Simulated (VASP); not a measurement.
Ga:

```
Ga
1.0
    -1.38440    1.38440    2.31122
     1.38440   -1.38440    2.31122
     1.38440    1.38440   -2.31122
Ga
1
Direct
  0.00000 0.00000 0.00000
```

Base run:

```yaml
Program: VASP 6.6.1
Functional: revpbe exchange, lda correlation
Potentials_or_basis: VASP PAW PBE potentials, release 64 (Ga_d)
Cutoff: 500 eV
k_mesh: 13 × 13 × 13
Occupations: gaussian, width 0.1 eV
Spin: collinear spin
Starting_moments: "[0.5] μB"
```

Its results: pressure 13.5 GPa; net moment 0.00 μB per cell.

Task: The run is repeated on the same cell with these changes: functional from revpbe exchange, lda correlation to pbe exchange, lda correlation; occupations from gaussian, width 0.1 eV to fermi-dirac, width 0.01 eV. What comes out?

Result: Pressure 11.9 GPa; net moment 0.00 μB per cell.

Caveats: the cell stands under pressure; the PAW data sets were made with another functional, which shifts forces and pressure a little.
